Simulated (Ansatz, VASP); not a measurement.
## Two plane-wave programs on Au

The input INCAR:

```
SYSTEM = Au
PREC = Accurate ; ENCUT = 500
EDIFF = 1E-7 ; ISMEAR = -1
SIGMA = 0.05 ; LREAL = .False.
LASPH = .True. ; NELM = 120
ALGO = Normal ; ISIF = 3
LWAVE = .False. ; LCHARG = .False.
GGA = CA ; IBRION = 2
NSW = 60 ; EDIFFG = -0.005
GGA_COMPAT = .False. ; NELMIN = 4
```

File KPOINTS:

```
Automatic mesh
0
Gamma
  16 16 16
  0 0 0
```

File POSCAR:

```
Au
1.0
    2.6149805808      0.0000000000      0.0000000000
    0.0000000000      2.6149805808      0.0000000000
    0.0000000000      0.0000000000      2.6149805808
Au
1
Direct
    0.0000000000      0.0000000000      0.0000000000
```

Input for Ansatz:

```yaml
crystal:
  lattice:
    - [2.6149805808, 0.0, 0.0]
    - [0.0, 2.6149805808, 0.0]
    - [0.0, 0.0, 2.6149805808]
  atoms:
    - { symbol: Au, position: [0.0, 0.0, 0.0] }
kpoints:
  mp_grid: { grid: [16, 16, 16] }
scf:
  occupations: { method: fermi_dirac, width: 0.05 }
hamiltonian:
  xc: lda
  pseudopotentials: { kind: paw }
output:
  forces: true
  stress: true
relax:
  f_tol: 0.005
  max_steps: 40
  cell: {}
```

Alike in both runs: task relaxation of cell and atoms; functional LDA; k mesh 16 × 16 × 16; occupations fermi-dirac, width 0.05 eV; no spin polarisation.

|  | VASP | Ansatz |
| --- | --- | --- |
| version | VASP 6.6.1 | Ansatz 0.2.0 |
| potentials or method | VASP PAW LDA potentials, release 64 (Au_sv_GW) | PAW with Ansatz's default frozen-core files, scalar-relativistic |
| plane-wave cutoff (eV) | 500 | 420 |
| valence electrons in the cell | 19 | 19 |

|  | VASP | Ansatz | Ansatz less VASP |
| --- | --- | --- | --- |
| relaxed volume (Å³/atom) | 18.82 | 19.00 | +0.182 |
| relaxed cell length with the largest relative difference (Å) | 2.660 | 2.669 | +0.0086 |

LDA's correlation is that of Perdew and Zunger in VASP and of Perdew and Wang (1992) in Ansatz.

Neither program's run includes spin-orbit coupling.
